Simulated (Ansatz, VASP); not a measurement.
**One calculation of GaN, two programs**

The input INCAR:

```
PREC = Accurate
ENCUT = 520
EDIFF = 1E-6
ISMEAR = 0
SIGMA = 0.05
LREAL = False
LASPH = True
NELM = 80
ALGO = Normal
ISIF = 2
LWAVE = False
LCHARG = False
GGA = PE
NBANDS = 26
```

File KPOINTS:

```
regular mesh
0
Gamma
  12 12 6
```

Contents of POSCAR:

```
GaN
1.0
    3.2184289164      0.0000000000      0.0000000000
   -1.6092144582      2.7872412019      0.0000000000
    0.0000000000      0.0000000000      5.2430304702
Ga N
2 2
Direct
    0.3566366288      0.6666666667      0.9991316875
    0.6899699621      0.3333333333      0.4991316875
    0.3333333333      0.6666666667      0.3758683125
    0.6666666667      0.3333333333      0.8758683125
```

Input for Ansatz:

```yaml
crystal:
  lattice:
    - [3.2184289164, 0.0, 0.0]
    - [-1.6092144582, 2.7872412019, 0.0]
    - [0.0, 0.0, 5.2430304702]
  atoms:
    - { symbol: Ga, position: [0.3566366288, 0.6666666667, 0.9991316875] }
    - { symbol: Ga, position: [0.6899699621, 0.3333333333, 0.4991316875] }
    - { symbol: "N", position: [0.3333333333, 0.6666666667, 0.3758683125] }
    - { symbol: "N", position: [0.6666666667, 0.3333333333, 0.8758683125] }
basis:
  ecutwfc: 420
kpoints:
  mp_grid: { grid: [12, 12, 6] }
hamiltonian:
  xc: pbe
scf:
  occupations: { method: gaussian, width: 0.05 }
output:
  forces: true
  stress: true
  eigenvalues: true
```

Change from the starting cell: all Ga atoms moved +0.075 Å, as atom 1 along Cartesian [1 0 0].

Alike in both runs: task single point; functional PBE; k mesh 12 × 12 × 6; occupations gaussian, width 0.05 eV; no spin polarisation.

|  | VASP | Ansatz |
| --- | --- | --- |
| version | VASP 6.6.1 | Ansatz 0.2.0 |
| potentials or method | VASP PAW PBE potentials, release 64 (Ga_d, N), cutoff 520 eV | scalar-relativistic, plane waves, PAW |
| valence electrons in the cell | 36 | 36 |

Ansatz gave:

```
gap on the k mesh at the Fermi level (eV)                     : 1.64
least direct gap on the mesh (eV)                             : 1.64
pressure (GPa)                                                : 0.5
traceless stress, the component that is largest in VASP (GPa) : -2.45
rms of the force components (eV/Å)                            : 0.521
```

Problem. Estimate VASP's values.

Solution. gap on the k mesh at the Fermi level (eV): 1.64; least direct gap on the mesh (eV): 1.64; pressure (GPa): 0.6; traceless stress, the component that is largest in VASP (GPa): -2.39; rms of the force components (eV/Å): 0.514.

Atom by atom the forces differ by 0.007 eV/Å (rms over components).
